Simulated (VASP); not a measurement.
**HfH2: single point with PBEsol**

The system is HfH2.

```
Hf H
1.0
     3.36034    0.00000    0.00000
     0.00000    3.36034    0.00000
     0.00000    0.00000    4.11054
Hf H
2 4
Direct
  0.00000 0.00000 0.00000
  0.50000 0.50000 0.50000
  0.00000 0.50000 0.25000
  0.50000 0.00000 0.25000
  0.50000 0.00000 0.75000
  0.00000 0.50000 0.75000
```

This cell differs from its parent crystal: equal strain along all axes, cell held: -3.0 %.

```json
{"Program": "VASP 6.6.1", "Task": "single point", "Functional": "PBEsol", "Potentials or basis": "VASP PAW PBE potentials, release 64 (Hf_pv, H)", "Cutoff": "520 eV", "k mesh": "10 × 10 × 8", "Occupations": "gaussian, width 0.1 eV", "Spin": "no spin polarisation"}
```

| Item | Value |
| --- | --- |
| Pressure | 16.4 GPa |
| Band gap on the k mesh | zero (band 12 reaches 6.92 eV, above the bottom of band 13 at 5.56 eV) |

Stress tensor (GPa, compression positive):
```
17.38  0.00  0.00
 0.00 17.38  0.00
 0.00  0.00 14.38
```

Levels at points of the mesh, in eV from the Fermi level:
```
           k point  band 8  band 9  band 10  band 11  band 12  band 13  band 14  band 15  band 16  band 17
(0.00, 0.00, 0.00)   -8.50   -4.29    -3.83    -1.11    -0.51    -0.51     0.54     1.98     3.72     5.42
(0.50, 0.00, 0.00)   -8.52   -5.34    -5.34    -1.61    -1.61     0.94     0.94     1.93     1.93     4.61
(0.50, 0.50, 0.00)   -7.06   -5.67    -5.67    -4.60    -4.60     4.50     4.50     4.75     4.75     6.35
(0.00, 0.00, 0.50)   -9.10   -6.42    -6.42     0.86     0.86     0.86     0.86     0.89     0.89     3.42
(0.50, 0.00, 0.50)   -8.97   -5.02    -5.02    -1.06    -1.06     0.87     0.87     4.34     4.34     4.83
(0.50, 0.50, 0.50)   -6.43   -6.43    -6.43    -2.61    -2.61     1.80     1.80     4.55     4.55     5.52
```

It took 41 s on 1 thread of Intel(R) Xeon(R) 6975P-C (Granite Rapids), on a shared host, peak memory 0.22 GiB.

Caveat: the cell differs from its parent crystal (equal strain along all axes, cell held: -3.0 %); the PAW data sets were made with another functional, which shifts forces and pressure a little; spin-orbit coupling is left out, which moves the levels of the heavy elements.
